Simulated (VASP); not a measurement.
# BeZn2Se3 (P6/mmm) in VASP: a series of runs

Runs on BeZn2Se3. Level: PBE. Tasks: single point.

Program: VASP 6.6.1. These are calculated values, not measurements. Logs are shortened: lines on timing, memory, paths and dates and some standing lists are left out, and cuts for length are marked.

**1. The cell of the first run**

The structure is hexagonal, space group P6/mmm (No. 191). Conventional cell: a = 4.640 Å, b = 4.640 Å, c = 7.732 Å, α = 90.00°, β = 90.00°, γ = 120.00°. Within 2.4 Å of Be (site symmetry 6/mmm) lie 2 Zn at 1.77 Å. Zn (site symmetry 6mm) has 1 Be at 1.77 Å and 1 Se at 2.09 Å within 2.4 Å. Within 3.5 Å of Se (site symmetry -6m2) lie 3 Se at 2.68 Å and 3 Be at 2.68 Å and 6 Zn at 3.21 Å. Within 2.8 Å of Se (site symmetry 6/mmm) lie 2 Zn at 2.09 Å.

**2. Single point, PBE**

Contents of INCAR:

```
ALGO = Normal ; EDIFF = 1E-7
ENCUT = 520 ; GGA = PE
ISIF = 2 ; ISMEAR = 0
LASPH = True ; LCHARG = True
LELF = True ; LREAL = False
LVHAR = True ; LWAVE = False
NBANDS = 31 ; NELM = 80
PREC = Accurate ; SIGMA = 0.1
```

Contents of KPOINTS:

```
k-points
0
Gamma
  6 6 2
```

Contents of POSCAR:

```
BeZn2Se3
1.0
    4.6402326500      0.0000000000      0.0000000000
   -2.3201163200      4.0185593500      0.0000000000
    0.0000000000      0.0000000000      7.7322896300
Be Zn Se
1 2 3
Direct
    0.0000000000      0.0000000000      0.0000000000
    0.0000000000      0.0000000000      0.2292482300
    0.0000000000      0.0000000000      0.7707517700
    0.3333333300      0.6666666700      0.0000000000
    0.6666666700      0.3333333300      0.0000000000
    0.0000000000      0.0000000000      0.5000000000
```

Potentials or basis: VASP PAW PBE potentials, release 64 (Be, Zn, Se).

The run is started by

```console
$ cat potpaw_PBE.64/Be/POTCAR potpaw_PBE.64/Zn/POTCAR potpaw_PBE.64/Se/POTCAR > POTCAR
$ mpirun -np 1 vasp_std > vasp.out
```

OUTCAR:

```text
EDIFF = 1E-7
   ENCUT = 520
   GGA = PE
   ISIF = 2
   ISMEAR = 0
   LASPH = True
   LREAL = False
   NELM = 80
   PREC = Accurate

 ion  position               nearest neighbor table
   1  0.000  0.000  0.000-   2 1.77   3 1.77
   2  0.000  0.000  0.229-   1 1.77   6 2.09
   3  0.000  0.000  0.771-   1 1.77   6 2.09
   4  0.333  0.667  0.000-   5 2.68   5 2.68   5 2.68
   5  0.667  0.333  0.000-   4 2.68   4 2.68   4 2.68
   6  0.000  0.000  0.500-   2 2.09   3 2.09

  LATTYP: Found a hexagonal cell.
 ALAT       =     4.6402326500
 C/A-ratio  =     1.6663581793

  Lattice vectors:

 A1 = (   4.6402326500,   0.0000000000,   0.0000000000)
 A2 = (  -2.3201163200,   4.0185593500,   0.0000000000)
 A3 = (   0.0000000000,   0.0000000000,   7.7322896300)

Analysis of symmetry for initial positions (statically):
=====================================================================
 Subroutine PRICEL returns:
 Original cell was already a primitive cell.

 Routine SETGRP: Setting up the symmetry group for a
 hexagonal supercell.

 Subroutine GETGRP returns: Found 24 space group operations
 (whereof 24 operations were pure point group operations)
 out of a pool of 24 trial point group operations.

The static configuration has the point symmetry D_6h.

Analysis of symmetry for dynamics (positions and initial velocities):
=====================================================================
 Subroutine PRICEL returns:
 Original cell was already a primitive cell.

 Routine SETGRP: Setting up the symmetry group for a
 hexagonal supercell.

 Subroutine GETGRP returns: Found 24 space group operations
 (whereof 24 operations were pure point group operations)
 out of a pool of 24 trial point group operations.

The dynamic configuration has the point symmetry D_6h.

 Subroutine INISYM returns: Found 24 space group operations
 (whereof 24 operations are pure point group operations),
 and found     1 'primitive' translations

----------------------------------------------------------------------------------------

                                     Primitive cell

  volume of cell :     144.1844

  direct lattice vectors                    reciprocal lattice vectors
[... 82 lines left out ...]
   ENCUT  =  520.0 eV  38.22 Ry    6.18 a.u.   8.63  8.63 14.38*2*pi/ulx,y,z
   NELM   =     80;   NELMIN=  2; NELMDL= -5     # of ELM steps
   EDIFF  = 0.1E-06   stopping-criterion for ELM
   LREAL  =      F    real-space projection
   EDIFFG = 0.1E-05   stopping-criterion for IOM
   NSW    =      0    number of steps for IOM
   IBRION =     -1    ionic relax: 0-MD 1-quasi-New 2-CG
   NFREE  =      0    steps in history (QN), initial steepest desc. (CG)
   ISIF   =      2    stress and relaxation
   ISYM   =      2    0-nonsym 1-usesym 2-fastsym
   POTIM  = 0.5000    time-step for ionic-motion
   TEBEG  =    0.0;   TEEND  =   0.0 temperature during run
   PSTRESS=    0.0 pullay stress
   NELECT =      44.0000    total number of electrons
   NUPDOWN=      -1.0000    fix difference up-down
   EMIN   =  10.00;   EMAX   =-10.00  energy-range for DOS
   EFERMI =   0.00;   METHOD = LEGACY
   ISMEAR =     0;   SIGMA  =   0.10  broadening in eV -4-tet -1-fermi 0-gaus
   EFERMI_NEDOS =   21; number of points for ismear=-14 and -15
   IALGO  =     38    algorithm
   IMIX   =      4    mixing-type and parameters
     AMIX     =   0.40;   BMIX     =  1.00
     AMIX_MAG =   1.60;   BMIX_MAG =  1.00
  volume/ion in A,a.u.               =      24.03       162.17
  Fermi-wavevector in a.u.,A,eV,Ry     =   1.102181  2.082820 16.528402  1.214803
  Thomas-Fermi vector in A             =   2.238620
   LORBIT       =      0    0 simple, 1 ext, 2 COOP (PROOUT), +10 PAW based schemes
   GGA     = PE    functional components
   LHFCALC =     F    Hartree Fock is set to
   AEXX    =    0.0000 exact exchange contribution
   IVDW    =     0    specifies the selected vdW correction
   LEPSILON=     F    determine dielectric tensor
   LRPA    =     F    only Hartree local field effects (RPA)
 non-spin polarized calculation
 Gauss-broadening in eV      SIGMA  =   0.10
  energy-cutoff  :      520.00
  volume of cell :      144.18
 maximum number of plane-waves:      3899
 NGX is ok and might be reduce to    36
   NGX = 17   NGY = 17   NGZ = 29

 number of electron      44.0000033 magnetization

 Free energy of the ion-electron system (eV)
  ---------------------------------------------------
  ext. energy  EPLUGINS =         0.00000000
  ---------------------------------------------------
  free energy    TOTEN  =       -11.31117148 eV

  energy without entropy =      -11.29103486  energy(sigma->0) =      -11.30110317

 E-fermi :   1.1397     XC(G=0):  -8.5094

 val. band max:        1.0848797190   @ k =   0.0000   0.0000   0.0000
 cond. band min:       1.1739108526   @ k =   0.1667   0.1667   0.5000
 fundamental gap:      0.0890311336
 Fermi energy:         1.1397171947

 k-point     1 :       0.0000    0.0000    0.0000
  band No.  band energies     occupation
      1     -14.1872      2.00000
      2     -11.2719      2.00000
      3      -9.4759      2.00000
      4      -7.1655      2.00000
      5      -6.3059      2.00000
      6      -6.3059      2.00000
[... 465 lines left out ...]
     30       7.6167      0.00000
     31       7.9090      0.00000

------------------------ aborting loop because EDIFF is reached ----------------------------------------

  FORCE on cell =-STRESS in cart. coord.  units (eV):
  Direction    XX          YY          ZZ          XY          YZ          ZX
  --------------------------------------------------------------------------------------
  -------------------------------------------------------------------------------------
  Total        1.4933430      1.4933430     33.3226073      0.0000000      0.0000000      0.0000000
  in kB       16.5940308     16.5940308    370.2808924      0.0000000      0.0000000      0.0000000
  external PRESSURE =     134.4896513 kB  Pullay stress =       0.0000000 kB

 VOLUME and BASIS-vectors are now :
 -----------------------------------------------------------------------------
  energy-cutoff  :      520.00
  volume of cell :      144.18
      direct lattice vectors                 reciprocal lattice vectors
     4.640232650  0.000000000  0.000000000     0.215506436  0.124422699  0.000000000
    -2.320116320  4.018559350  0.000000000     0.000000000  0.248845398  0.000000000
     0.000000000  0.000000000  7.732289630     0.000000000  0.000000000  0.129327799

 POSITION                                       TOTAL-FORCE (eV/Angst)
 -----------------------------------------------------------------------------------
      0.00000      0.00000      0.00000         0.000000      0.000000      0.000000
      0.00000      0.00000      1.77261         0.000000     -0.000000      2.993239
      0.00000      0.00000      5.95968         0.000000     -0.000000     -2.993239
     -0.00000      2.67904      0.00000         0.000000     -0.000000      0.000000
      2.32012      1.33952      0.00000        -0.000000      0.000000      0.000000
      0.00000      0.00000      3.86614         0.000000      0.000000      0.000000
 -----------------------------------------------------------------------------------
    total drift:                                0.000000      0.000000     -0.000000

  FREE ENERGIE OF THE ION-ELECTRON SYSTEM (eV)
  ---------------------------------------------------
  free  energy   TOTEN  =       -11.3111714807 eV

  energy  without entropy=      -11.2910348644  energy(sigma->0) =      -11.30110317
```

OSZICAR:

```text
N       E                     dE             d eps       ncg     rms          rms(c)
DAV:   1     0.316255016340E+03    0.31626E+03   -0.19522E+04   868   0.146E+03
DAV:   2     0.227388330107E+02   -0.29352E+03   -0.27972E+03   904   0.339E+02
DAV:   3    -0.119547693814E+02   -0.34694E+02   -0.34077E+02  1124   0.115E+02
DAV:   4    -0.129085020783E+02   -0.95373E+00   -0.94823E+00   980   0.182E+01
DAV:   5    -0.129171649675E+02   -0.86629E-02   -0.86614E-02  1021   0.167E+00    0.105E+01
DAV:   6    -0.113683072998E+02    0.15489E+01   -0.38411E+00  1137   0.276E+01    0.592E+00
DAV:   7    -0.113304802472E+02    0.37827E-01   -0.12618E+00   959   0.565E+00    0.270E+00
DAV:   8    -0.113395307709E+02   -0.90505E-02   -0.33379E-01  1123   0.247E+00    0.118E+00
DAV:   9    -0.113123087138E+02    0.27222E-01   -0.76419E-02  1032   0.178E+00    0.278E-01
DAV:  10    -0.113131985087E+02   -0.88979E-03   -0.33736E-02  1103   0.852E-01    0.292E-01
DAV:  11    -0.113109978408E+02    0.22007E-02   -0.93056E-03  1056   0.494E-01    0.105E-01
DAV:  12    -0.113111404617E+02   -0.14262E-03   -0.79759E-04   973   0.128E-01    0.695E-02
DAV:  13    -0.113111867371E+02   -0.46275E-04   -0.67081E-04  1206   0.119E-01    0.322E-02
DAV:  14    -0.113111737455E+02    0.12992E-04   -0.11276E-04   966   0.531E-02    0.138E-02
DAV:  15    -0.113111722555E+02    0.14900E-05   -0.94354E-06  1009   0.143E-02    0.618E-03
DAV:  16    -0.113111713844E+02    0.87113E-06   -0.46772E-06  1064   0.808E-03    0.177E-03
DAV:  17    -0.113111714807E+02   -0.96379E-07   -0.61787E-07   966   0.364E-03
   1 F= -.11311171E+02 E0= -.11301103E+02  d E =-.201366E-01
```

stdout:

```text
POSCAR found type information on POSCAR BeZnSe
 POSCAR found :  3 types and       6 ions
 scaLAPACK will be used
 LDA part: xc-table for (Slater+PW92), standard interpolation
 POSCAR, INCAR and KPOINTS ok, starting setup
 FFT: planning ... GRIDC
 FFT: planning ... GRID_SOFT
 FFT: planning ... GRID
 WAVECAR not read
 entering main loop
```

Run time: 51 s. Hardware: 1 thread of Intel Xeon 6975P-C (Granite Rapids), shared host; peak memory 0.28 GiB.

Results:

| Quantity | Value |
| --- | --- |
| Free energy | -11.3112 eV |
| Pressure | 13.4 GPa |
| Largest force | 2.993 eV/Å |
| Band gap on the k mesh | zero (band 22 reaches 1.38 eV, above the bottom of band 23 at 0.26 eV) |

Forces on the atoms (eV/Å):
```
Be   0.000  0.000  0.000
Zn   0.000  0.000  2.993
Zn   0.000  0.000 -2.993
Se   0.000  0.000  0.000
Se   0.000  0.000  0.000
Se   0.000  0.000  0.000
```

Levels at points of the mesh, in eV from the Fermi level:
| k point | band 20 | band 21 | band 22 | band 23 | band 24 | band 25 |
| --- | --- | --- | --- | --- | --- | --- |
| (0.00, 0.00, 0.00) | -2.61 | -0.05 | -0.05 | 0.18 | 1.20 | 2.99 |
| (0.50, 0.00, 0.00) | -0.48 | -0.06 | 0.24 | 0.43 | 1.63 | 3.28 |
| (0.00, 0.00, 0.50) | -1.63 | -0.32 | -0.32 | 0.17 | 0.67 | 4.97 |
| (0.50, 0.00, 0.50) | -0.59 | -0.47 | 0.09 | 1.08 | 1.63 | 2.94 |

Caveat: the k points lie up to 0.41 Å⁻¹ apart; forces of over 1 eV/Å act on the atoms, so gaps and moduli don't describe the material at rest.

(Continued in part 2 of 2.)
